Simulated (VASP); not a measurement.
The system is Ga4AsP3.

```
CELL_PARAMETERS angstrom
3.82405 0.00000 0.00000
0.00000 3.82405 0.00000
0.00000 0.00000 10.81605
ATOMIC_POSITIONS crystal
Ga 0.50000 0.00000 0.87500
Ga 0.00000 0.50000 0.62500
Ga 0.50000 0.00000 0.37500
Ga 0.00000 0.50000 0.12500
P 0.00000 0.00000 0.50000
P 0.50000 0.50000 0.25000
P 0.50000 0.50000 0.75000
As 0.00000 0.00000 0.00000
```

| Quantity | Value |
| --- | --- |
| Program | VASP 6.6.1 |
| Task | relaxation of cell and atoms |
| Functional | PBE |
| Potentials or basis | VASP PAW PBE potentials, release 64 (Ga_d, P, As) |
| Cutoff | 600 eV |
| k mesh | 4 × 4 × 2 |
| Occupations | gaussian, width 0.1 eV |
| Spin | no spin polarisation |

At the start: pressure 7.8 GPa; volume 19.77 Å³/atom.

**Question.** Where does the relaxation end?

**Answer.** Over 12 steps the energy falls by 50.2 meV/atom and the volume is 21.57 Å³/atom (+9.1 %); space group P-4m2 (No. 115, to 0.1 Å) before and after.

The path:
| step | energy change (eV) | largest force (eV/Å) | pressure (GPa) | volume (Å³) |
| --- | --- | --- | --- | --- |
| 1 | 0.0000 | 0.9430 | 7.83 | 158.17 |
| 2 | -0.2920 | 0.2477 | -3.13 | 181.33 |
| 3 | -0.3720 | 0.3439 | -0.26 | 173.35 |
| 4 | -0.3719 | 0.3527 | 0.10 | 173.04 |
| 5 | -0.3849 | 0.2012 | 0.00 | 172.71 |
| 6 | -0.3936 | 0.1679 | 0.14 | 172.30 |
| 7 | -0.3873 | 0.3386 | 0.44 | 171.48 |
| 8 | -0.3950 | 0.1595 | 0.23 | 172.05 |
| 9 | -0.4002 | 0.0855 | -0.14 | 172.92 |
| 10 | -0.4006 | 0.0627 | -0.28 | 173.26 |
| 11 | -0.4017 | 0.0424 | 0.13 | 172.29 |
| 12 | -0.4018 | 0.0348 | 0.01 | 172.53 |

Final structure:
```
CELL_PARAMETERS angstrom
3.95570 0.00000 0.00000
0.00000 3.95570 0.00000
0.00000 0.00000 11.02585
ATOMIC_POSITIONS crystal
Ga 0.50000 0.00000 0.86810
Ga 0.00000 0.50000 0.62261
Ga 0.50000 0.00000 0.37739
Ga 0.00000 0.50000 0.13190
P 0.00000 0.00000 0.50000
P 0.50000 0.50000 0.25470
P 0.50000 0.50000 0.74530
As 0.00000 0.00000 0.00000
```
